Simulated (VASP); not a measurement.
# LiCl (Fm-3m) in VASP: a series of runs

Aim: see how the results for LiCl move with the level of theory and the settings. Levels: LDA, PBEsol, PBE. Tasks: density of states, vibrations by perturbation theory, dielectric tensor, elastic constants.

Program: VASP 6.6.1. These are calculated values, not measurements. Logs are shortened: lines on timing, memory, paths and dates and some standing lists are left out, and cuts for length are marked.

**1. The cell of the first run**

It takes space group Fm-3m (No. 225, cubic). Conventional cell: a = 5.130 Å, b = 5.130 Å, c = 5.130 Å, α = 90.00°, β = 90.00°, γ = 90.00°. Within 3.4 Å of Cl (site symmetry m-3m) lie 6 Li at 2.56 Å. Within 3.4 Å of Li (site symmetry m-3m) lie 6 Cl at 2.56 Å.

**2. Density of states, LDA**

Contents of POSCAR:

```
LiCl
1.0
    0.0000000000      2.5647700000      2.5647700000
    2.5647700000      0.0000000000      2.5647700000
    2.5647700000      2.5647700000      0.0000000000
Cl Li
1 1
Direct
    0.5000000000      0.5000000000      0.5000000000
    0.0000000000      0.0000000000      0.0000000000
```

Contents of INCAR.step1:

```
SYSTEM = LiCl
PREC     = Accurate       ! precision mode
ENCUT    = 520            ! plane-wave cutoff, eV
EDIFF    = 1E-7           ! SCF threshold, eV
ISMEAR   = -1             ! smearing method
SIGMA    = 0.05           ! smearing width, eV
LREAL    = .False.        ! projectors in reciprocal space
LASPH    = .True.         ! aspherical terms in the spheres
NELM     = 80             ! most SCF steps
ALGO     = Normal         ! electronic algorithm
ISIF     = 2              ! what is computed and relaxed
LWAVE    = .False.        ! write WAVECAR
LCHARG   = .True.         ! write CHGCAR
GGA      = CA             ! functional
NBANDS   = 12             ! bands
```

Contents of KPOINTS.step1:

```
regular mesh
0
Gamma
  5 5 5
  0 0 0
```

Contents of INCAR.step2:

```
SYSTEM = LiCl
PREC     = Accurate       ! precision mode
ENCUT    = 520            ! plane-wave cutoff, eV
EDIFF    = 1E-7           ! SCF threshold, eV
ISMEAR   = -5             ! smearing method
SIGMA    = 0.05           ! smearing width, eV
LREAL    = .False.        ! projectors in reciprocal space
LASPH    = .True.         ! aspherical terms in the spheres
NELM     = 80             ! most SCF steps
ALGO     = Normal         ! electronic algorithm
ISIF     = 2              ! what is computed and relaxed
LWAVE    = .False.        ! write WAVECAR
LCHARG   = .False.        ! write CHGCAR
GGA      = CA             ! functional
LORBIT   = 11             ! projections on sites
NBANDS   = 12             ! bands
NEDOS    = 1001           ! points of the DOS
ICHARG   = 11             ! starting density
```

Contents of KPOINTS.step2:

```
regular mesh
0
Gamma
  8 8 8
  0 0 0
```

Potentials or basis: VASP PAW LDA potentials, release 64 (Cl, Li_sv).

Started as:

```sh
cat potpaw_LDA.64/Cl/POTCAR potpaw_LDA.64/Li_sv/POTCAR > POTCAR
cp INCAR.step1 INCAR
cp KPOINTS.step1 KPOINTS
mpirun -np 1 vasp_std > vasp.out
cp INCAR.step2 INCAR
cp KPOINTS.step2 KPOINTS
mpirun -np 1 vasp_std > vasp.out
```

OUTCAR:

```text
SYSTEM = LiCl
   PREC = Accurate
   ENCUT = 520
   EDIFF = 1E-7
   ISMEAR = -5
   LREAL = .False.
   LASPH = .True.
   NELM = 80
   ISIF = 2
   GGA = CA
   LORBIT = 11
   ICHARG = 11

 ion  position               nearest neighbor table
   1  0.500  0.500  0.500-   2 2.56   2 2.56   2 2.56   2 2.56   2 2.56   2 2.56
   2  0.000  0.000  0.000-   1 2.56   1 2.56   1 2.56   1 2.56   1 2.56   1 2.56

  LATTYP: Found a face centered cubic cell.
 ALAT       =     5.1295400000

  Lattice vectors:

 A1 = (   0.0000000000,   2.5647700000,   2.5647700000)
 A2 = (   2.5647700000,   0.0000000000,   2.5647700000)
 A3 = (   2.5647700000,   2.5647700000,   0.0000000000)

Analysis of symmetry for initial positions (statically):
=====================================================================
 Subroutine PRICEL returns:
 Original cell was already a primitive cell.

 Routine SETGRP: Setting up the symmetry group for a
 face centered cubic supercell.

 Subroutine GETGRP returns: Found 48 space group operations
 (whereof 48 operations were pure point group operations)
 out of a pool of 48 trial point group operations.

The static configuration has the point symmetry O_h .

Analysis of symmetry for dynamics (positions and initial velocities):
=====================================================================
 Subroutine PRICEL returns:
 Original cell was already a primitive cell.

 Routine SETGRP: Setting up the symmetry group for a
 face centered cubic supercell.

 Subroutine GETGRP returns: Found 48 space group operations
 (whereof 48 operations were pure point group operations)
 out of a pool of 48 trial point group operations.

The dynamic configuration has the point symmetry O_h .

 Subroutine INISYM returns: Found 48 space group operations
 (whereof 48 operations are pure point group operations),
 and found     1 'primitive' translations

----------------------------------------------------------------------------------------

                                     Primitive cell

  volume of cell :      33.7423

  direct lattice vectors                    reciprocal lattice vectors
     0.000000000  2.564770000  2.564770000    -0.194949255  0.194949255  0.194949255
     2.564770000  0.000000000  2.564770000     0.194949255 -0.194949255  0.194949255
     2.564770000  2.564770000  0.000000000     0.194949255  0.194949255 -0.194949255

  length of vectors
     3.627132518  3.627132518  3.627132518     0.337662014  0.337662014  0.337662014

  position of ions in fractional coordinates (direct lattice)
     0.500000000  0.500000000  0.500000000
     0.000000000  0.000000000  0.000000000

  ion indices of the primitive-cell ions
   primitive index   ion index
                 1           1
                 2           2

----------------------------------------------------------------------------------------

 KPOINTS: regular mesh

Automatic generation of k-mesh.
 Grid dimensions read from file:
 generate k-points for:    8    8    8

 Generating k-lattice:

  Cartesian coordinates                     Fractional coordinates (reciprocal lattice)
    -0.024368657  0.024368657  0.024368657     0.125000000  0.000000000  0.000000000
     0.024368657 -0.024368657  0.024368657     0.000000000  0.125000000  0.000000000
     0.024368657  0.024368657 -0.024368657     0.000000000  0.000000000  0.125000000

  Length of vectors
     0.042207752  0.042207752  0.042207752

  Shift w.r.t. Gamma in fractional coordinates (k-lattice)
     0.000000000  0.000000000  0.000000000

 TETIRR: Found     76 inequivalent tetrahedra from     3072

 Subroutine IBZKPT returns following result:
 ===========================================

 Found     29 irreducible k-points:

 Following reciprocal coordinates:
            Coordinates               Weight
  0.000000  0.000000  0.000000      1.000000
  0.125000  0.000000  0.000000      8.000000
  0.250000  0.000000  0.000000      8.000000
  0.375000  0.000000  0.000000      8.000000
  0.500000  0.000000  0.000000      4.000000
  0.125000  0.125000  0.000000      6.000000
[... 16 lines left out ...]
  0.500000  0.250000  0.125000     48.000000
 -0.375000  0.250000  0.125000     24.000000
 [... further k-points ...]
   k-points           NKPTS =     29   k-points in BZ     NKDIM =     29   number of bands    NBANDS=     12
   number of dos      NEDOS =   1001   number of ions     NIONS =      2
   total plane-waves  NPLWV =  21952
   dimension x,y,z NGX =    28 NGY =   28 NGZ =   28
   dimension x,y,z NGXF=    56 NGYF=   56 NGZF=   56
   ions per type =               1   1
   NGX,Y,Z   is equivalent  to a cutoff of  12.83, 12.83, 12.83 a.u.
   NGXF,Y,Z  is equivalent  to a cutoff of  25.67, 25.67, 25.67 a.u.
 SYSTEM =  LiCl
   PREC   = accura    normal or accurate (medium, high low for compatibility)
   ISTART =      0    job   : 0-new  1-cont  2-samecut
   ICHARG =     11    charge: 1-file 2-atom 10-const
   ISPIN  =      1    spin polarized calculation?
   LNONCOLLINEAR =      F non collinear calculations
   LSORBIT =      F    spin-orbit coupling
   LASPH  =      T    aspherical Exc in radial PAW
   ENCUT  =  520.0 eV  38.22 Ry    6.18 a.u.   6.74  6.74  6.74*2*pi/ulx,y,z
   NELM   =     80;   NELMIN=  2; NELMDL=  0     # of ELM steps
   EDIFF  = 0.1E-06   stopping-criterion for ELM
   LREAL  =      F    real-space projection
   EDIFFG = 0.1E-05   stopping-criterion for IOM
   NSW    =      0    number of steps for IOM
   IBRION =     -1    ionic relax: 0-MD 1-quasi-New 2-CG
   NFREE  =      0    steps in history (QN), initial steepest desc. (CG)
   ISIF   =      2    stress and relaxation
   ISYM   =      2    0-nonsym 1-usesym 2-fastsym
   POTIM  = 0.5000    time-step for ionic-motion
   TEBEG  =    0.0;   TEEND  =   0.0 temperature during run
   PSTRESS=    0.0 pullay stress
   NELECT =      10.0000    total number of electrons
   NUPDOWN=      -1.0000    fix difference up-down
   EMIN   =  10.00;   EMAX   =-10.00  energy-range for DOS
   EFERMI =   0.00;   METHOD = LEGACY
   ISMEAR =    -5;   SIGMA  =   0.05  broadening in eV -4-tet -1-fermi 0-gaus
   EFERMI_NEDOS =   21; number of points for ismear=-14 and -15
   IALGO  =     38    algorithm
   IMIX   =      4    mixing-type and parameters
     AMIX     =   0.40;   BMIX     =  1.00
     AMIX_MAG =   1.60;   BMIX_MAG =  1.00
  volume/ion in A,a.u.               =      16.87       113.85
  Fermi-wavevector in a.u.,A,eV,Ry     =   1.091482  2.062601 16.209056  1.191332
  Thomas-Fermi vector in A             =   2.227728
   LORBIT       =     11    0 simple, 1 ext, 2 COOP (PROOUT), +10 PAW based schemes
   GGA     = CA    functional components
   LHFCALC =     F    Hartree Fock is set to
   AEXX    =    0.0000 exact exchange contribution
   IVDW    =     0    specifies the selected vdW correction
   LEPSILON=     F    determine dielectric tensor
   LRPA    =     F    only Hartree local field effects (RPA)
 non-spin polarized calculation
 Fermi weights with tetrahedron method with Bloechl corrections
  energy-cutoff  :      520.00
  volume of cell :       33.74
 maximum number of plane-waves:       934

 number of electron      10.0000004 magnetization

 Free energy of the ion-electron system (eV)
  ---------------------------------------------------
  ext. energy  EPLUGINS =         0.00000000
  ---------------------------------------------------
  free energy    TOTEN  =        -8.06204420 eV

  energy without entropy =       -8.06204420  energy(sigma->0) =       -8.06204420

 E-fermi :   0.4584     XC(G=0):  -9.1645

 val. band max:        0.4544246061   @ k =   0.0000   0.0000   0.0000
 cond. band min:       6.4584161324   @ k =   0.0000   0.0000   0.0000
 fundamental gap:      6.0039915263
 Fermi energy:         0.4584482634

 k-point     1 :       0.0000    0.0000    0.0000
  band No.  band energies     occupation
      1     -42.0182      2.00000
      2     -12.8714      2.00000
      3       0.4544      2.00000
      4       0.4544      2.00000
      5       0.4544      2.00000
      6       6.4584      0.00000
      7      12.1891      0.00000
      8      12.1891      0.00000
      9      12.1891      0.00000
     10      14.5623      0.00000
     11      14.5623      0.00000
     12      14.5625      0.00000

 k-point     2 :       0.1250    0.0000    0.0000
  band No.  band energies     occupation
      1     -42.0177      2.00000
      2     -12.7938      2.00000
      3      -0.0937      2.00000
      4       0.4125      2.00000
      5       0.4125      2.00000
      6       6.9244      0.00000
      7      11.3543      0.00000
      8      12.0504      0.00000
      9      12.0504      0.00000
     10      13.3203      0.00000
     11      13.3203      0.00000
     12      15.0480      0.00000

 k-point     3 :       0.2500    0.0000    0.0000
  band No.  band energies     occupation
      1     -42.0166      2.00000
      2     -12.5954      2.00000
      3      -1.1793      2.00000
      4       0.3173      2.00000
      5       0.3173      2.00000
      6       7.3403      0.00000
      7      10.8682      0.00000
      8      10.8682      0.00000
      9      11.1659      0.00000
     10      14.2242      0.00000
     11      14.2242      0.00000
     12      15.6322      0.00000
[... 286 lines left out ...]
 k-point    23 :       0.5000    0.2500    0.1250
  band No.  band energies     occupation
      1     -42.0148      2.00000
      2     -12.2455      2.00000
      3      -1.9329      2.00000
      4      -0.8026      2.00000
      5      -0.0509      2.00000
      6       8.5257      0.00000
      7       9.5650      0.00000
      8      10.5399      0.00000
      9      11.5685      0.00000
     10      14.6116      0.00000
     11      17.7810      0.00000
     12      18.1241      0.00000

 k-point    24 :      -0.3750    0.2500    0.1250
  band No.  band energies     occupation
      1     -42.0145      2.00000
      2     -12.1636      2.00000
      3      -2.1705      2.00000
      4      -0.9025      2.00000
      5      -0.1418      2.00000
      6       8.3478      0.00000
      7       9.5160      0.00000
      8      10.7167      0.00000
      9      11.9428      0.00000
     10      15.7514      0.00000
     11      16.2944      0.00000
     12      18.5455      0.00000

 [... further k-points ...]

------------------------ aborting loop because EDIFF is reached ----------------------------------------

  FORCE on cell =-STRESS in cart. coord.  units (eV):
  Direction    XX          YY          ZZ          XY          YZ          ZX
  --------------------------------------------------------------------------------------
  -------------------------------------------------------------------------------------
  Total       -0.7083587     -0.7083587     -0.7083587     -0.0000000      0.0000000     -0.0000000
  in kB      -33.6347756    -33.6347756    -33.6347756     -0.0000000      0.0000000     -0.0000000
  external PRESSURE =     -33.6347756 kB  Pullay stress =       0.0000000 kB

 VOLUME and BASIS-vectors are now :
 -----------------------------------------------------------------------------
  energy-cutoff  :      520.00
  volume of cell :       33.74
      direct lattice vectors                 reciprocal lattice vectors
     0.000000000  2.564770000  2.564770000    -0.194949255  0.194949255  0.194949255
     2.564770000  0.000000000  2.564770000     0.194949255 -0.194949255  0.194949255
     2.564770000  2.564770000  0.000000000     0.194949255  0.194949255 -0.194949255

 POSITION                                       TOTAL-FORCE (eV/Angst)
 -----------------------------------------------------------------------------------
      2.56477      2.56477      2.56477        -0.000000     -0.000000     -0.000000
      0.00000      0.00000      0.00000         0.000000      0.000000      0.000000
 -----------------------------------------------------------------------------------
    total drift:                                0.000000      0.000000      0.000000

  FREE ENERGIE OF THE ION-ELECTRON SYSTEM (eV)
  ---------------------------------------------------
  free  energy   TOTEN  =        -8.0620441976 eV

  energy  without entropy=       -8.0620441976  energy(sigma->0) =       -8.06204420

 total charge

# of ion       s       p       d       tot
------------------------------------------
    1        1.585   3.556   0.000   5.141
    2        2.005   0.046   0.000   2.051
--------------------------------------------------
tot          3.590   3.602   0.000   7.192
```

Wall time 5.2 s (1 thread of Intel Xeon 6975P-C (Granite Rapids), shared host); peak memory 0.13 GiB.

Results:

| Item | Value |
| --- | --- |
| Valence electrons inside the program's atomic spheres | Cl 5.14; Li 2.05 |

Levels at points of the mesh, in eV from the valence-band top:
| k point | band 1 | band 2 | band 3 | band 4 | band 5 | band 6 | band 7 | band 8 | band 9 | band 10 |
| --- | --- | --- | --- | --- | --- | --- | --- | --- | --- | --- |
| (0.00, 0.00, 0.00) | -42.47 | -13.33 | 0.00 | 0.00 | 0.00 | 6.00 | 11.73 | 11.73 | 11.73 | 14.11 |
| (0.50, 0.00, 0.00) | -42.47 | -12.74 | -2.90 | -0.26 | -0.26 | 6.41 | 9.21 | 9.21 | 12.67 | 16.53 |
| (0.50, 0.50, 0.00) | -42.47 | -12.48 | -3.00 | -1.14 | -1.14 | 7.63 | 8.00 | 12.09 | 13.72 | 13.72 |

Caveat: the k points lie up to 0.42 Å⁻¹ apart; the cutoff is under 1.25 times the usual one of these potentials, so pressure, stress and relaxed cells hold a basis-set (Pulay) error.

**3. Density of states, PBEsol**

POSCAR is that of step 2.

Contents of INCAR.step1:

```
PREC     = Accurate       # precision mode
ENCUT    = 520            # plane-wave cutoff, eV
EDIFF    = 1E-6           # SCF threshold, eV
ISMEAR   = -1             # smearing method
SIGMA    = 0.05           # smearing width, eV
LREAL    = F              # projectors in reciprocal space
LASPH    = T              # aspherical terms in the spheres
NELM     = 60             # most SCF steps
ALGO     = Normal         # electronic algorithm
ISIF     = 2              # what is computed and relaxed
LWAVE    = F              # write WAVECAR
LCHARG   = T              # write CHGCAR
GGA      = PS             # functional
NBANDS   = 12             # bands
```

Contents of KPOINTS.step1:

```
Automatic mesh
0
Gamma
  5 5 5
```

Contents of INCAR.step2:

```
PREC     = Accurate       # precision mode
ENCUT    = 520            # plane-wave cutoff, eV
EDIFF    = 1E-6           # SCF threshold, eV
ISMEAR   = -5             # smearing method
SIGMA    = 0.05           # smearing width, eV
LREAL    = F              # projectors in reciprocal space
LASPH    = T              # aspherical terms in the spheres
NELM     = 60             # most SCF steps
ALGO     = Normal         # electronic algorithm
ISIF     = 2              # what is computed and relaxed
LWAVE    = F              # write WAVECAR
LCHARG   = F              # write CHGCAR
GGA      = PS             # functional
LORBIT   = 10             # projections on sites
NEDOS    = 1001           # points of the DOS
ICHARG   = 11             # starting density
```

Contents of KPOINTS.step2:

```
Automatic mesh
0
Gamma
  8 8 8
```

Potentials or basis: VASP PAW PBE potentials, release 64 (Cl, Li_sv).

Started as:

```sh
cat potpaw_PBE.64/Cl/POTCAR potpaw_PBE.64/Li_sv/POTCAR > POTCAR
cp INCAR.step1 INCAR
cp KPOINTS.step1 KPOINTS
mpirun -np 1 vasp_std > vasp.out
cp INCAR.step2 INCAR
cp KPOINTS.step2 KPOINTS
mpirun -np 1 vasp_std > vasp.out
```

Wall time 5.3 s (1 thread of Intel Xeon 6975P-C (Granite Rapids), shared host); peak memory 0.14 GiB.

Results (log left out):

- Valence electrons inside the program's atomic spheres: Cl 5.14; Li 2.04

Levels at points of the mesh, in eV from the valence-band top:
```csv
k point,band 1,band 2,band 3,band 4,band 5,band 6,band 7,band 8,band 9
"(0.00, 0.00, 0.00)",-42.82,-13.39,0.00,0.00,0.00,6.14,11.81,11.81,11.81
"(0.50, 0.00, 0.00)",-42.82,-12.81,-2.87,-0.26,-0.26,6.56,9.39,9.39,12.83
"(0.50, 0.50, 0.00)",-42.81,-12.56,-2.96,-1.12,-1.12,7.77,8.09,12.27,13.99
```

Caveat: the k points lie up to 0.42 Å⁻¹ apart; the cutoff is under 1.25 times the usual one of these potentials, so pressure, stress and relaxed cells hold a basis-set (Pulay) error; the PAW data sets were made with another functional, which shifts forces and pressure a little.

(Part 1 of 2 ends here.)
